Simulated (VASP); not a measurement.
# Ge (Fd-3m) in VASP: a series of runs, part 2 of 2

VASP 6.6.1. The steps go on from the part before.

**4. Single point, PBE**

This run uses another cell than the first one, of 18.93 Å³/atom.

INCAR reads:

```
SYSTEM = Ge
  PREC = Accurate
  ENCUT = 520
  EDIFF = 1E-6
  ISMEAR = -1
  SIGMA = 0.05
  LREAL = .False.
  LASPH = .True.
  NELM = 100
  ALGO = Normal
  ISIF = 2
  LWAVE = .False.
  LCHARG = .True.
  GGA = PE
  LELF = .True.
  LVHAR = .True.
  NBANDS = 21
```

KPOINTS reads:

```
Automatic mesh
0
Gamma
  12 12 12
  0 0 0
```

POSCAR reads:

```
Ge
1.0
    0.0000000000      2.6650994544      2.6650994544
    2.6650994544      0.0000000000      2.6650994544
    2.6650994544      2.6650994544      0.0000000000
Ge
2
Direct
   -0.1250000000     -0.1250000000     -0.1250000000
    0.1250000000      0.1250000000      0.1250000000
```

Potentials or basis: VASP PAW PBE potentials, release 64 (Ge_d).

Launch:

```bash
$ cat potpaw_PBE.64/Ge_d/POTCAR > POTCAR
$ mpirun -np 1 vasp_std > vasp.out
```

OUTCAR:

```text
SYSTEM = Ge
   PREC = Accurate
   ENCUT = 520
   EDIFF = 1E-6
   ISMEAR = -1
   LREAL = .False.
   LASPH = .True.
   NELM = 100
   ISIF = 2
   GGA = PE

 ion  position               nearest neighbor table
   1  0.875  0.875  0.875-   2 2.31   2 2.31   2 2.31   2 2.31
   2  0.125  0.125  0.125-   1 2.31   1 2.31   1 2.31   1 2.31

  LATTYP: Found a face centered cubic cell.
 ALAT       =     5.3301989088

  Lattice vectors:

[... 763 lines left out ...]

------------------------ aborting loop because EDIFF is reached ----------------------------------------

  FORCE on cell =-STRESS in cart. coord.  units (eV):
  Direction    XX          YY          ZZ          XY          YZ          ZX
  --------------------------------------------------------------------------------------
  -------------------------------------------------------------------------------------
  Total        5.6360840      5.6360840      5.6360840      0.0000000      0.0000000      0.0000000
  in kB      238.5161476    238.5161476    238.5161476      0.0000000      0.0000000      0.0000000
  external PRESSURE =     238.5161476 kB  Pullay stress =       0.0000000 kB

 VOLUME and BASIS-vectors are now :
 -----------------------------------------------------------------------------
  energy-cutoff  :      520.00
  volume of cell :       37.86
      direct lattice vectors                 reciprocal lattice vectors
     0.000000000  2.665099454  2.665099454    -0.187610259  0.187610259  0.187610259
     2.665099454  0.000000000  2.665099454     0.187610259 -0.187610259  0.187610259
     2.665099454  2.665099454  0.000000000     0.187610259  0.187610259 -0.187610259

 POSITION                                       TOTAL-FORCE (eV/Angst)
 -----------------------------------------------------------------------------------
      4.66392      4.66392      4.66392        -0.000000     -0.000000     -0.000000
      0.66627      0.66627      0.66627         0.000000      0.000000      0.000000
 -----------------------------------------------------------------------------------
    total drift:                                0.000000      0.000000     -0.000000

  FREE ENERGIE OF THE ION-ELECTRON SYSTEM (eV)
  ---------------------------------------------------
  free  energy   TOTEN  =        -8.4413209073 eV

  energy  without entropy=       -8.4411681512  energy(sigma->0) =       -8.44124453
```

Run time: 73 s. Hardware: 1 thread of Intel Xeon 8259CL, shared host; peak memory 0.18 GiB.

Results:

```
Free energy            : -8.4413 eV
Pressure               : 23.9 GPa
Band gap on the k mesh : 0.27 eV (least direct gap 1.78 eV)
```

Caveat: the cell stands under pressure. A k mesh can miss the band edges.

**5. Single point, PBE**

This run uses another cell than the first one, of 18.93 Å³/atom.

INCAR reads:

```
PREC = Accurate
ENCUT = 520
EDIFF = 1E-6
ISMEAR = -1
SIGMA = 0.05
LREAL = F
LASPH = T
NELM = 80
ALGO = Normal
ISIF = 2
LWAVE = F
LCHARG = F
GGA = PE
NBANDS = 21
```

KPOINTS reads:

```
regular mesh
0
Gamma
  12 12 12
```

POSCAR reads:

```
Ge
1.0
    0.0000000000      2.6650994526      2.6650994526
    2.6650994526      0.0000000000      2.6650994526
    2.6650994526      2.6650994526      0.0000000000
Ge
2
Direct
   -0.1250000000     -0.1250000000     -0.1250000000
    0.1250000000      0.1250000000      0.1250000000
```

Launch:

```bash
$ cat potpaw_PBE.64/Ge_d/POTCAR > POTCAR
$ mpirun -np 1 vasp_std > vasp.out
```

It took 27 s on 1 thread of AMD EPYC 7R13 (Zen 3), shared host; peak memory 0.15 GiB.

It converged, with:

| Property | Result |
| --- | --- |
| Free energy | -8.4413 eV |
| Pressure | 23.9 GPa |
| Band gap on the k mesh | 0.27 eV (least direct gap 1.78 eV) |

Levels at points of the mesh, in eV from the valence-band top:
```tsv
k point	band 12	band 13	band 14	band 15	band 16	band 17
(0.00, 0.00, 0.00)	0.00	0.00	0.00	1.78	2.60	2.60
(0.50, 0.00, 0.00)	-8.59	-1.71	-1.71	0.79	3.79	3.79
(0.50, 0.50, 0.00)	-9.67	-3.77	-3.77	0.46	0.46	11.07
```

Caveat: the cell stands under pressure. A k mesh can miss the band edges.

**6. Relaxation of cell and atoms, PBE, target pressure 24 GPa, at which the enthalpy is minimised**

This run uses another cell than the first one, of 18.93 Å³/atom.

INCAR reads:

```
PREC = Accurate
ENCUT = 600
EDIFF = 1E-7
ISMEAR = -1
SIGMA = 0.05
LREAL = False
LASPH = True
NELM = 100
ALGO = Normal
ISIF = 3
LWAVE = False
LCHARG = False
GGA = PE
IBRION = 2
NSW = 32
EDIFFG = -0.005
PSTRESS = 240.0
```

KPOINTS is that of step 5.

POSCAR is that of step 5.

Potentials or basis: VASP PAW PBE potentials, release 64 (Ge_d).

Launch:

```bash
$ cat potpaw_PBE.64/Ge_d/POTCAR > POTCAR
$ mpirun -np 1 vasp_std > vasp.out
```

Run time: 69 s. Hardware: 1 thread of AMD EPYC 7R13 (Zen 3), shared host; peak memory 0.17 GiB.

Results (log left out):

- Free energy: -8.4387 eV
- Relaxed volume: 18.92 Å³/atom
- Relaxed cell: a = 3.768 Å, b = 3.768 Å, c = 3.768 Å, α = 60.00°, β = 60.00°, γ = 60.00°
- Space group after relaxing (to 0.1 Å): Fd-3m (No. 227)
- Energy change on relaxing (the run minimises the enthalpy): +1.4 meV/atom
- Ionic steps: 3
- Pressure after relaxing: 24.0 GPa
- Band gap on the k mesh: 0.27 eV (least direct gap 1.78 eV)

The path:
```csv
step,energy change (eV),largest force (eV/Å),pressure (GPa),volume (Å³)
1,0.0000,0.0000,23.94,37.86
2,0.0054,0.0000,24.08,37.82
3,0.0028,0.0000,23.97,37.84
```

Final structure:
```yaml
crystal:
  lattice:
    - [0.00000, 2.66467, 2.66467]
    - [2.66467, 0.00000, 2.66467]
    - [2.66467, 2.66467, 0.00000]
  atoms:
    - { symbol: Ge, position: [0.87500, 0.87500, 0.87500] }
    - { symbol: Ge, position: [0.12500, 0.12500, 0.12500] }
```

Levels at points of the mesh, in eV from the valence-band top:
| k point | band 12 | band 13 | band 14 | band 15 | band 16 | band 17 |
| --- | --- | --- | --- | --- | --- | --- |
| (0.00, 0.00, 0.00) | 0.00 | 0.00 | 0.00 | 1.78 | 2.60 | 2.60 |
| (0.50, 0.00, 0.00) | -8.59 | -1.71 | -1.71 | 0.79 | 3.79 | 3.79 |
| (0.50, 0.50, 0.00) | -9.67 | -3.77 | -3.77 | 0.46 | 0.46 | 11.08 |

Caveat: the cell is relaxed towards a set pressure, so the run minimises the enthalpy, not the energy.

**7. Summary**

| task | cell | cutoff (eV) | gap on the mesh (eV) | pressure (GPa) |
| --- | --- | --- | --- | --- |
| relaxation of cell and atoms | relaxed to 24 GPa from a = 3.689 Å, angles 60.0°, 2 atoms | 600 | 0.27 | 24.0 |
| relaxation of cell and atoms | relaxed to 24 GPa from a = 3.769 Å, angles 60.0°, 2 atoms | 600 | 0.27 | 24.0 |
| single point | a = 3.769 Å, angles 60.0°, 2 atoms | 520 | 0.27 | 23.9 |

Alike in all rows: level PBE; potentials or basis VASP PAW PBE potentials, release 64 (Ge_d); no spin polarisation; k mesh 12 × 12 × 12; smearing fermi-dirac 0.05 eV.

Caveats: the cell is relaxed towards a set pressure, so the run minimises the enthalpy, not the energy (at least some runs); the cell stands under pressure (at least some runs).

Absolute energies hang on the potentials; compare differences alone.
